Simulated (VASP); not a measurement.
Wanted: the native input for a VASP 6.6.1 run.

| Quantity | Value |
| --- | --- |
| Task | single point |
| Functional | LDA |
| Potentials or basis | VASP PAW LDA potentials, release 64 (C) |
| Cutoff | 520 eV |
| k mesh | 8 × 8 × 8 |
| Occupations | gaussian, width 0.05 eV |
| Spin | no spin polarisation |
| Dipole correction | no |
| Further INCAR settings | ALGO = Normal; EDIFF = 1e-06; NBANDS = 26 |

The structure of C lies in POSCAR:

```
C
1.0
   -2.3742423240      2.3742423240      2.3742423240
    2.3742423240     -2.3742423240      2.3742423240
    2.3742423240      2.3742423240     -2.3742423240
C
8
Direct
    0.3254710859      0.0000000000      0.0000000000
    0.6745289141      0.6745289141      0.6745289141
    0.0000000000      0.3254710859      0.0000000000
    0.0000000000      0.0000000000      0.3254710859
    0.0000000000      0.6745289141      0.0000000000
    0.3254710859      0.3254710859      0.3254710859
    0.6745289141      0.0000000000      0.0000000000
    0.0000000000      0.0000000000      0.6745289141
```

This cell differs from its parent crystal: strain -0.015 along x and y, -0.015 along z.

The input as run:

INCAR

```
PREC     = Accurate       # precision mode
ENCUT    = 520            # plane-wave cutoff, eV
EDIFF    = 1E-6           # SCF threshold, eV
ISMEAR   = 0              # smearing method
SIGMA    = 0.05           # smearing width, eV
LREAL    = F              # projectors in reciprocal space
LASPH    = T              # aspherical terms in the spheres
NELM     = 100            # most SCF steps
ALGO     = Normal         # electronic algorithm
ISIF     = 2              # what is computed and relaxed
LWAVE    = F              # write WAVECAR
LCHARG   = F              # write CHGCAR
NBANDS   = 26             # bands
```

KPOINTS

```
Automatic mesh
0
Gamma
  8 8 8
```

Potentials or basis: VASP PAW LDA potentials, release 64 (C).

Command:

```bash
$ cat potpaw_LDA.64/C/POTCAR > POTCAR
$ mpirun -np 1 vasp_std > vasp.out
```

Results of the run:

```yaml
Pressure: 18.1 GPa
Largest_force: 0.301 eV/Å
Band_gap_on_the_k_mesh: 3.12 eV, indirect (least direct gap 3.84 eV)
```

Caveat: the cell differs from its parent crystal (strain -0.015 along x and y, -0.015 along z).

Wall time 31 s on 1 thread of Intel(R) Xeon(R) 6975P-C (Granite Rapids), with other jobs on the host, peak memory 0.15 GiB.
